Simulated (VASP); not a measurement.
A run of VASP 6.6.1:

The input INCAR:

```
SYSTEM = W
PREC = Accurate
ENCUT = 520
EDIFF = 1E-7
ISMEAR = 0
SIGMA = 0.15
LREAL = .False.
LASPH = .True.
NELM = 100
ALGO = Fast
ISIF = 2
LWAVE = .False.
LCHARG = .False.
GGA = PE
NBANDS = 13
```

KPOINTS

```
Automatic mesh
0
Gamma
  20 20 20
  0 0 0
```

The input POSCAR:

```
W
1.0
    0.0000000000      2.0300000000      2.0503000000
    2.0300000000      0.0000000000      2.0503000000
    2.0300000000      2.0300000000      0.0000000000
W
1
Direct
    0.0000000000      0.0000000000      0.0000000000
```

Potentials or basis: VASP PAW PBE potentials, release 64 (W_sv).

The run is started by

```console
$ cat potpaw_PBE.64/W_sv/POTCAR > POTCAR
$ mpirun -np 1 vasp_std > vasp.out
```

Hardware: 1 thread of Intel Xeon 8259CL, on a shared host.

Q: How long does it take, and how much memory?

A: Run time: 3.5 min on 1 thread of Intel Xeon 8259CL (shared host), peak memory 0.25 GiB. Counts: scf iterations 15, k points 641.
